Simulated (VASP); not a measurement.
# BN (P3m1) in VASP: notebook, part 2 of 2

VASP 6.6.1. Earlier steps stand in the parts before.

### Step 4. Single point, r2SCAN (the distance across one plane changed)

Contents of POSCAR:

```
BN
1.0
    1.8048137541     -1.8048137541      0.0000000000
    1.8048137541      0.0000000000     -1.8048137541
    9.8173312278      9.8173312278      9.8173312278
B N
6 6
Direct
    1.0000000000      0.0000000000      0.2910547754
    0.3333333333      0.3333333333      0.1684950755
    0.6666666667      0.6666666667      0.4136144753
    1.0000000000      1.0000000000      0.6587338752
    0.3333333333      0.3333333333      0.5361741753
    0.6666666667      0.6666666667      0.0459353755
    0.6666666667      0.6666666667      0.3216947004
    0.0000000000      0.0000000000      0.1991350004
    0.3333333333      0.3333333333      0.4442544003
    0.6666666667      0.6666666667      0.6893738002
    0.0000000000      0.0000000000      0.5668141002
    0.3333333333      0.3333333333      0.0765753005
```

Contents of INCAR.step1:

```
SYSTEM = BN
ALGO     = Normal         ! electronic algorithm
EDIFF    = 1E-4           ! SCF threshold, eV
ENCUT    = 520            ! plane-wave cutoff, eV
GGA      = PE             ! functional
ISMEAR   = 0              ! smearing method
LASPH    = .TRUE.         ! aspherical terms in the spheres
LCHARG   = .FALSE.        ! write CHGCAR
LREAL    = .FALSE.        ! projectors in reciprocal space
LWAVE    = .TRUE.         ! write WAVECAR
NBANDS   = 36             ! bands
NELM     = 100            ! most SCF steps
PREC     = Accurate       ! precision mode
SIGMA    = 0.05           ! smearing width, eV
```

Contents of INCAR.step2:

```
SYSTEM = BN
ALGO     = Normal         ! electronic algorithm
EDIFF    = 1E-6           ! SCF threshold, eV
ENCUT    = 520            ! plane-wave cutoff, eV
ISIF     = 2              ! what is computed and relaxed
ISMEAR   = 0              ! smearing method
ISTART   = 1            
LASPH    = .TRUE.         ! aspherical terms in the spheres
LCHARG   = .FALSE.        ! write CHGCAR
LMIXTAU  = .TRUE.       
LREAL    = .FALSE.        ! projectors in reciprocal space
LWAVE    = .FALSE.        ! write WAVECAR
METAGGA  = R2SCAN         ! meta-GGA
NBANDS   = 36             ! bands
NELM     = 100            ! most SCF steps
PREC     = Accurate       ! precision mode
SIGMA    = 0.05           ! smearing width, eV
```

Contents of KPOINTS:

```
k-points
0
G
  10 10 2
  0 0 0
```

Potentials or basis: VASP PAW PBE potentials, release 64 (B, N).

On the command line:

```bash
$ cat potpaw_PBE.64/B/POTCAR potpaw_PBE.64/N/POTCAR > POTCAR
$ cp INCAR.step1 INCAR
$ mpirun -np 1 vasp_std > vasp.out
$ cp INCAR.step2 INCAR
$ mpirun -np 1 vasp_std > vasp.out
```

OUTCAR:

```text
SYSTEM = BN
   EDIFF = 1E-6
   ENCUT = 520
   ISIF = 2
   ISMEAR = 0
   ISTART = 1
   LASPH = .TRUE.
   LREAL = .FALSE.
   METAGGA = R2SCAN
   NELM = 100
   PREC = Accurate

 ion  position               nearest neighbor table
   1  0.000  0.000  0.291-   7 1.56   7 1.56   7 1.56   8 1.56
   2  0.333  0.333  0.168-   8 1.56   8 1.56   8 1.56  12 1.56
   3  0.667  0.667  0.414-   7 1.56   9 1.56   9 1.56   9 1.56
   4  0.000  0.000  0.659-  10 1.56  10 1.56  10 1.56  11 1.56
   5  0.333  0.333  0.536-  11 1.56  11 1.56  11 1.56   9 1.56
   6  0.667  0.667  0.046-  12 1.56  12 1.56  12 1.56
   7  0.667  0.667  0.322-   3 1.56   1 1.56   1 1.56   1 1.56
   8  0.000  0.000  0.199-   2 1.56   2 1.56   2 1.56   1 1.56
   9  0.333  0.333  0.444-   3 1.56   3 1.56   3 1.56   5 1.56
  10  0.667  0.667  0.689-   4 1.56   4 1.56   4 1.56
  11  0.000  0.000  0.567-   5 1.56   5 1.56   5 1.56   4 1.56
  12  0.333  0.333  0.077-   6 1.56   6 1.56   6 1.56   2 1.56

  LATTYP: Found a hexagonal cell.
 ALAT       =     2.5523920886
 C/A-ratio  =     6.6620314948

  Lattice vectors:

 A1 = (  -1.8048137541,   0.0000000000,   1.8048137541)
 A2 = (   1.8048137541,  -1.8048137541,   0.0000000000)
 A3 = (   9.8173312278,   9.8173312278,   9.8173312278)

Analysis of symmetry for initial positions (statically):
=====================================================================
 Subroutine PRICEL returns:
 Original cell was already a primitive cell.

 Routine SETGRP: Setting up the symmetry group for a
 hexagonal supercell.

 Subroutine GETGRP returns: Found  6 space group operations
 (whereof  6 operations were pure point group operations)
 out of a pool of 24 trial point group operations.

The static configuration has the point symmetry C_3v.

Analysis of symmetry for dynamics (positions and initial velocities):
=====================================================================
 Subroutine PRICEL returns:
 Original cell was already a primitive cell.

 Routine SETGRP: Setting up the symmetry group for a
 hexagonal supercell.

 Subroutine GETGRP returns: Found  6 space group operations
 (whereof  6 operations were pure point group operations)
 out of a pool of 24 trial point group operations.

The dynamic configuration has the point symmetry C_3v.

 Subroutine INISYM returns: Found  6 space group operations
 (whereof  6 operations are pure point group operations),
 and found     1 'primitive' translations

----------------------------------------------------------------------------------------

                                     Primitive cell

  volume of cell :      95.9355

  direct lattice vectors                    reciprocal lattice vectors
     1.804813754 -1.804813754  0.000000000     0.184691264 -0.369382528  0.184691264
     1.804813754  0.000000000 -1.804813754     0.184691264  0.184691264 -0.369382528
     9.817331228  9.817331228  9.817331228     0.033953559  0.033953559  0.033953559

  length of vectors
     2.552392089  2.552392089 17.004116481     0.452399356  0.452399356  0.058809289

  position of ions in fractional coordinates (direct lattice)
[... 57 lines left out ...]
  0.100000  0.000000  0.000000      6.000000
  0.200000  0.000000  0.000000      6.000000
  0.300000  0.000000  0.000000      6.000000
  0.400000  0.000000  0.000000      6.000000
  0.500000  0.000000  0.000000      3.000000
[... 16 lines left out ...]
  0.400000  0.100000  0.500000     12.000000
  0.500000  0.100000  0.500000     12.000000
 [... further k-points ...]
   k-points           NKPTS =     28   k-points in BZ     NKDIM =     28   number of bands    NBANDS=     36
   number of dos      NEDOS =    301   number of ions     NIONS =     12
   total plane-waves  NPLWV =  50400
   dimension x,y,z NGX =    20 NGY =   20 NGZ =  126
   dimension x,y,z NGXF=    40 NGYF=   40 NGZF=  252
   ions per type =               6   6
   NGX,Y,Z   is equivalent  to a cutoff of  13.03, 13.03, 12.32 a.u.
   NGXF,Y,Z  is equivalent  to a cutoff of  26.05, 26.05, 24.64 a.u.
 SYSTEM =  BN
   PREC   = accura    normal or accurate (medium, high low for compatibility)
   ISTART =      1    job   : 0-new  1-cont  2-samecut
   ICHARG =      0    charge: 1-file 2-atom 10-const
   ISPIN  =      1    spin polarized calculation?
   LNONCOLLINEAR =      F non collinear calculations
   LSORBIT =      F    spin-orbit coupling
   LASPH  =      T    aspherical Exc in radial PAW
   ENCUT  =  520.0 eV  38.22 Ry    6.18 a.u.   4.75  4.75 31.62*2*pi/ulx,y,z
   NELM   =    100;   NELMIN=  2; NELMDL=  0     # of ELM steps
   EDIFF  = 0.1E-05   stopping-criterion for ELM
   LREAL  =      F    real-space projection
   EDIFFG = 0.1E-04   stopping-criterion for IOM
   NSW    =      0    number of steps for IOM
   IBRION =     -1    ionic relax: 0-MD 1-quasi-New 2-CG
   NFREE  =      0    steps in history (QN), initial steepest desc. (CG)
   ISIF   =      2    stress and relaxation
   ISYM   =      2    0-nonsym 1-usesym 2-fastsym
   POTIM  = 0.5000    time-step for ionic-motion
   TEBEG  =    0.0;   TEEND  =   0.0 temperature during run
   PSTRESS=    0.0 pullay stress
   NELECT =      48.0000    total number of electrons
   NUPDOWN=      -1.0000    fix difference up-down
   EMIN   =  10.00;   EMAX   =-10.00  energy-range for DOS
   EFERMI =   0.00;   METHOD = LEGACY
   ISMEAR =     0;   SIGMA  =   0.05  broadening in eV -4-tet -1-fermi 0-gaus
   EFERMI_NEDOS =   21; number of points for ismear=-14 and -15
   IALGO  =     38    algorithm
   IMIX   =      4    mixing-type and parameters
     AMIX     =   0.40;   BMIX     =  1.00
     AMIX_MAG =   1.60;   BMIX_MAG =  1.00
  volume/ion in A,a.u.               =       7.99        53.95
  Fermi-wavevector in a.u.,A,eV,Ry     =   1.299657  2.455996 22.981714  1.689108
  Thomas-Fermi vector in A             =   2.430907
   LORBIT       =      0    0 simple, 1 ext, 2 COOP (PROOUT), +10 PAW based schemes
   METAGGA = R2SCAN    functional components
   LHFCALC =     F    Hartree Fock is set to
   AEXX    =    0.0000 exact exchange contribution
   IVDW    =     0    specifies the selected vdW correction
   LEPSILON=     F    determine dielectric tensor
   LRPA    =     F    only Hartree local field effects (RPA)
 non-spin polarized calculation
 Gauss-broadening in eV      SIGMA  =   0.05
  energy-cutoff  :      520.00
  volume of cell :       95.94
 maximum number of plane-waves:      2619
   NGX =  9   NGY =  9   NGZ = 63

 number of electron      48.0000000 magnetization

 Free energy of the ion-electron system (eV)
  ---------------------------------------------------
  ext. energy  EPLUGINS =         0.00000000
  ---------------------------------------------------
  free energy    TOTEN  =      -109.70548019 eV

  energy without entropy =     -109.68842222  energy(sigma->0) =     -109.69695121

 E-fermi :   4.9210     XC(G=0): -11.0336

 val. band max:        4.9012226589   @ k =   0.3000   0.0000   0.0000
 cond. band min:       4.9253165982   @ k =   0.3000   0.1000   0.0000
 fundamental gap:      0.0240939393
 Fermi energy:         4.9209560987

 k-point     1 :       0.0000    0.0000    0.0000
  band No.  band energies     occupation
      1     -18.8699      2.00000
      2     -17.8152      2.00000
      3     -16.8567      2.00000
      4     -15.8394      2.00000
      5     -14.6457      2.00000
      6     -12.2217      2.00000
[... 925 lines left out ...]
     35      15.5082      0.00000
     36      15.8145      0.00000

 [... further k-points ...]
[... 5 lines left out ...]
  --------------------------------------------------------------------------------------
  -------------------------------------------------------------------------------------
  Total       -1.0683561     -1.0683561     -1.0683561      1.3415521      1.3415521      1.3415521
  in kB      -17.8421478    -17.8421478    -17.8421478     22.4046740     22.4046740     22.4046740
  external PRESSURE =     -17.8421478 kB  Pullay stress =       0.0000000 kB

 VOLUME and BASIS-vectors are now :
 -----------------------------------------------------------------------------
  energy-cutoff  :      520.00
  volume of cell :       95.94
      direct lattice vectors                 reciprocal lattice vectors
     1.804813754 -1.804813754  0.000000000     0.184691264 -0.369382528  0.184691264
     1.804813754  0.000000000 -1.804813754     0.184691264  0.184691264 -0.369382528
     9.817331228  9.817331228  9.817331228     0.033953559  0.033953559  0.033953559

 POSITION                                       TOTAL-FORCE (eV/Angst)
 -----------------------------------------------------------------------------------
      2.85738      2.85738      2.85738         0.336215      0.336215      0.336215
      2.85738      1.05257      1.05257         0.491941      0.491941      0.491941
      6.46701      2.85738      2.85738         0.357078      0.357078      0.357078
      6.46701      6.46701      6.46701         1.957643      1.957643      1.957643
      6.46701      4.66219      4.66219         0.488780      0.488780      0.488780
      2.85738     -0.75225     -0.75225         0.344243      0.344243      0.344243
      5.56460      1.95497      1.95497        -0.341653     -0.341653     -0.341653
      1.95497      1.95497      1.95497        -0.316164     -0.316164     -0.316164
      5.56460      3.75979      3.75979        -0.390444     -0.390444     -0.390444
      9.17423      5.56460      5.56460        -1.401136     -1.401136     -1.401136
      5.56460      5.56460      5.56460        -0.809575     -0.809575     -0.809575
      1.95497      0.15016      0.15016        -0.716927     -0.716927     -0.716927
 -----------------------------------------------------------------------------------
    total drift:                               -0.000931     -0.000931     -0.000931

  FREE ENERGIE OF THE ION-ELECTRON SYSTEM (eV)
  ---------------------------------------------------
  free  energy   TOTEN  =      -109.7054801941 eV

  energy  without entropy=     -109.6884222227  energy(sigma->0) =     -109.69695121
```

Wall time 10 min (1 thread of AMD EPYC 9R45 (Zen 5), shared host); peak memory 0.22 GiB.

Results:

* Free energy: -109.7055 eV
* Pressure: -1.8 GPa
* Largest force: 3.391 eV/Å
* Band gap on the k mesh: zero (bands 24 and 25 overlap by 0.45 eV)

Forces in eV/Å, atoms in the order of the input:
```
B    0.336  0.336  0.336
B    0.492  0.492  0.492
B    0.357  0.357  0.357
B    1.958  1.958  1.958
B    0.489  0.489  0.489
B    0.344  0.344  0.344
N   -0.342 -0.342 -0.342
N   -0.316 -0.316 -0.316
N   -0.390 -0.390 -0.390
N   -1.401 -1.401 -1.401
N   -0.810 -0.810 -0.810
N   -0.717 -0.717 -0.717
```

Stress tensor (GPa, compression positive):
```
-1.78  2.24  2.24
 2.24 -1.78  2.24
 2.24  2.24 -1.78
```

Levels at points of the mesh, in eV from the Fermi level:
| k point | band 20 | band 21 | band 22 | band 23 | band 24 | band 25 | band 26 | band 27 | band 28 | band 29 |
| --- | --- | --- | --- | --- | --- | --- | --- | --- | --- | --- |
| (0.00, 0.00, 0.00) | -1.71 | -1.71 | -0.45 | -0.28 | 0.36 | 0.36 | 6.36 | 7.09 | 7.09 | 7.46 |
| (0.50, 0.00, 0.00) | -5.10 | -4.27 | -4.12 | -2.16 | -0.05 | 0.07 | 3.40 | 4.74 | 5.94 | 7.10 |
| (0.00, 0.00, 0.50) | -1.71 | -1.71 | -0.52 | -0.21 | 0.36 | 0.36 | 6.34 | 7.09 | 7.09 | 7.45 |
| (0.50, 0.00, 0.50) | -5.10 | -4.27 | -4.12 | -2.16 | -0.05 | 0.07 | 3.40 | 4.74 | 5.94 | 7.10 |

Caveat: the cell differs from its parent crystal (the distance across one plane changed); the PAW data sets were made with another functional, which shifts forces and pressure a little.

### Step 5. Single point, r2SCAN (the distance across one plane changed)

Contents of POSCAR:

```
BN
1.0
    1.8048137541     -1.8048137541      0.0000000000
    1.8048137541      0.0000000000     -1.8048137541
   10.6833566315     10.6833566315     10.6833566315
B N
6 6
Direct
    1.0000000000      0.0000000000      0.2674609895
    0.3333333333      0.3333333333      0.1548363518
    0.6666666667      0.6666666667      0.3800856271
    1.0000000000      1.0000000000      0.6053349024
    0.3333333333      0.3333333333      0.4927102647
    0.6666666667      0.6666666667      0.0422117142
    0.6666666667      0.6666666667      0.2956171489
    0.0000000000      0.0000000000      0.1829925112
    0.3333333333      0.3333333333      0.4082417865
    0.6666666667      0.6666666667      0.6334910618
    0.0000000000      0.0000000000      0.5208664242
    0.3333333333      0.3333333333      0.0703678736
```

Contents of INCAR.step1:

```
PREC = Accurate
ENCUT = 520
ISMEAR = 0
SIGMA = 0.05
LREAL = F
LASPH = T
NELM = 100
NBANDS = 36
GGA = PE
ALGO = Normal
EDIFF = 1E-4
LWAVE = T
LCHARG = F
```

Contents of INCAR.step2:

```
PREC = Accurate
ENCUT = 520
EDIFF = 1E-7
ISMEAR = 0
SIGMA = 0.05
LREAL = F
LASPH = T
NELM = 100
ALGO = Normal
ISIF = 2
LWAVE = F
LCHARG = T
METAGGA = R2SCAN
LMIXTAU = T
LELF = T
LVHAR = T
NBANDS = 36
ISTART = 1
```

Contents of KPOINTS:

```
Automatic mesh
0
Gamma
  10 10 2
```

Potentials or basis: VASP PAW PBE potentials, release 64 (B, N).

On the command line:

```bash
$ cat potpaw_PBE.64/B/POTCAR potpaw_PBE.64/N/POTCAR > POTCAR
$ cp INCAR.step1 INCAR
$ mpirun -np 1 vasp_std > vasp.out
$ cp INCAR.step2 INCAR
$ mpirun -np 1 vasp_std > vasp.out
```

OUTCAR:

```text
PREC = Accurate
   ENCUT = 520
   EDIFF = 1E-7
   ISMEAR = 0
   LREAL = F
   LASPH = T
   NELM = 100
   ISIF = 2
   METAGGA = R2SCAN
   ISTART = 1

 ion  position               nearest neighbor table
   1  0.000  0.000  0.267-   7 1.56   7 1.56   7 1.56   8 1.56
   2  0.333  0.333  0.155-  12 1.56   8 1.56   8 1.56   8 1.56
   3  0.667  0.667  0.380-   7 1.56   9 1.56   9 1.56   9 1.56
   4  0.000  0.000  0.605-  11 1.56  10 1.56  10 1.56  10 1.56
   5  0.333  0.333  0.493-   9 1.56  11 1.56  11 1.56  11 1.56
[... 1165 lines left out ...]
  external PRESSURE =     -16.2917287 kB  Pullay stress =       0.0000000 kB

 VOLUME and BASIS-vectors are now :
 -----------------------------------------------------------------------------
  energy-cutoff  :      520.00
  volume of cell :      104.40
      direct lattice vectors                 reciprocal lattice vectors
     1.804813754 -1.804813754  0.000000000     0.184691264 -0.369382528  0.184691264
     1.804813754  0.000000000 -1.804813754     0.184691264  0.184691264 -0.369382528
    10.683356632 10.683356632 10.683356632     0.031201180  0.031201180  0.031201180

 POSITION                                       TOTAL-FORCE (eV/Angst)
 -----------------------------------------------------------------------------------
      2.85738      2.85738      2.85738         0.328174      0.328174      0.328174
      2.85738      1.05257      1.05257         0.482468      0.482468      0.482468
      6.46701      2.85738      2.85738         0.349290      0.349290      0.349290
      6.46701      6.46701      6.46701         1.992613      1.992613      1.992613
      6.46701      4.66219      4.66219         0.486107      0.486107      0.486107
      2.85738     -0.75225     -0.75225         0.330126      0.330126      0.330126
      5.56460      1.95497      1.95497        -0.333669     -0.333669     -0.333669
      1.95497      1.95497      1.95497        -0.307160     -0.307160     -0.307160
      5.56460      3.75979      3.75979        -0.382755     -0.382755     -0.382755
      9.17423      5.56460      5.56460        -1.444522     -1.444522     -1.444522
      5.56460      5.56460      5.56460        -0.808803     -0.808803     -0.808803
      1.95497      0.15016      0.15016        -0.691870     -0.691870     -0.691870
 -----------------------------------------------------------------------------------
    total drift:                               -0.000820     -0.000820     -0.000820

  FREE ENERGIE OF THE ION-ELECTRON SYSTEM (eV)
  ---------------------------------------------------
  free  energy   TOTEN  =      -109.6929544293 eV

  energy  without entropy=     -109.6757146207  energy(sigma->0) =     -109.68433453
```

OUTCAR.step1:

```text
PREC = Accurate
   ENCUT = 520
   ISMEAR = 0
   LREAL = F
[... 1197 lines left out ...]
      5.56460      3.75979      3.75979        -0.438847     -0.438847     -0.438847
      9.17423      5.56460      5.56460        -0.874943     -0.874943     -0.874943
      5.56460      5.56460      5.56460        -0.839197     -0.839197     -0.839197
      1.95497      0.15016      0.15016        -2.213722     -2.213722     -2.213722
 -----------------------------------------------------------------------------------
    total drift:                                0.846270      0.846416      0.846416

  FREE ENERGIE OF THE ION-ELECTRON SYSTEM (eV)
  ---------------------------------------------------
  free  energy   TOTEN  =       -99.9556637029 eV

  energy  without entropy=      -99.9507779848  energy(sigma->0) =      -99.95322084
```

OSZICAR.step1:

```text
N       E                     dE             d eps       ncg     rms          rms(c)
DAV:   1     0.237484229110E+03    0.23748E+03   -0.24497E+04  2016   0.125E+03
DAV:   2    -0.912165225892E+02   -0.32870E+03   -0.31060E+03  2664   0.298E+02
DAV:   3    -0.108375123723E+03   -0.17159E+02   -0.16999E+02  2608   0.691E+01
[... 21 lines left out ...]
DAV:  25    -0.998997129183E+02    0.26865E-01   -0.16001E-03  2272   0.220E-01    0.313E+00
DAV:  26    -0.999311115619E+02   -0.31399E-01   -0.37651E-03  2740   0.544E-01    0.345E+00
DAV:  27    -0.999776189514E+02   -0.46507E-01   -0.97045E-03  3296   0.553E-01    0.379E+00
DAV:  28    -0.999557038332E+02    0.21915E-01   -0.26016E-03  2368   0.235E-01    0.366E+00
DAV:  29    -0.999556637029E+02    0.40130E-04   -0.21797E-04  2128   0.763E-02
   1 F= -.99955664E+02 E0= -.99953221E+02  d E =-.488572E-02
```

Run time: 33 min. Hardware: 1 thread of AMD EPYC 9R45 (Zen 5), shared host; peak memory 0.24 GiB.

Results:

* Free energy: -109.6930 eV
* Pressure: -1.6 GPa
* Largest force: 3.451 eV/Å
* Band gap on the k mesh: zero (bands 24 and 25 overlap by 0.44 eV)

Forces on the atoms (eV/Å):
```
B    0.328  0.328  0.328
B    0.482  0.482  0.482
B    0.349  0.349  0.349
B    1.993  1.993  1.993
B    0.486  0.486  0.486
B    0.330  0.330  0.330
N   -0.334 -0.334 -0.334
N   -0.307 -0.307 -0.307
N   -0.383 -0.383 -0.383
N   -1.445 -1.445 -1.445
N   -0.809 -0.809 -0.809
N   -0.692 -0.692 -0.692
```

Caveat: the cell differs from its parent crystal (the distance across one plane changed); the PAW data sets were made with another functional, which shifts forces and pressure a little.

### Step 6. Overview

| cell | gap on the mesh (eV) | pressure (GPa) | largest force (eV/Å) |
| --- | --- | --- | --- |
| a = 2.552, b = 2.552, c = 14.504 Å, angles 90.0, 90.0, 60.0°, 12 atoms | none | -3.4 | 4.07 |
| a = 2.552, b = 2.552, c = 15.504 Å, angles 90.0, 90.0, 60.0°, 12 atoms | none | -2.3 | 3.42 |
| a = 2.552, b = 2.552, c = 17.004 Å, angles 90.0, 90.0, 60.0°, 12 atoms | none | -1.8 | 3.39 |
| a = 2.552, b = 2.552, c = 18.504 Å, angles 90.0, 90.0, 60.0°, 12 atoms | none | -1.6 | 3.45 |

Alike in all rows: task single point; level r2SCAN; potentials or basis VASP PAW PBE potentials, release 64 (B, N); no spin polarisation; k mesh 10 × 10 × 2; cutoff (eV) 520; smearing gaussian 0.05 eV.

Caveats: the PAW data sets were made with another functional, which shifts forces and pressure a little; semilocal functionals underestimate gaps, so a narrow gap can read as zero (at least some runs); the cell stands under tension (at least some runs).

Absolute energies hang on the potentials; compare differences alone.
